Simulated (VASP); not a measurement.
Runs of VASP 6.6.1 on Pb. The structure is that of space group Im-3m (No. 229), or close to it. The cells are those of the table. 

```tsv
cell	gap on the mesh (eV)	pressure (GPa)
a = 3.487 Å, angles 109.5°, 1 atom	none	-0.9
a = 3.510 Å, angles 109.5°, 1 atom	none	(b)
a = 3.532 Å, angles 109.5°, 1 atom	none	-2.1
a = 3.441 Å, angles 109.5°, 1 atom	none	(a)
a = 3.393 Å, angles 109.5°, 1 atom	none	2.6
a = 3.417 Å, angles 109.5°, 1 atom	none	1.6
```

Alike in all rows: task single point; level PBE; potentials or basis VASP PAW PBE potentials, release 64 (Pb_d); no spin polarisation; k mesh 19 × 19 × 19; cutoff (eV) 520; smearing fermi-dirac 0.0612256 eV.

Task: Estimate the missing entries.

Result: (a) 0.7; (b) -1.5.

Caveats: spin-orbit coupling is left out, which moves the levels of the heavy elements.

A k mesh can miss the band edges, and the runs leave out spin-orbit coupling on Pb.

A gap of «none» marks levels without a gap at the run's occupations.
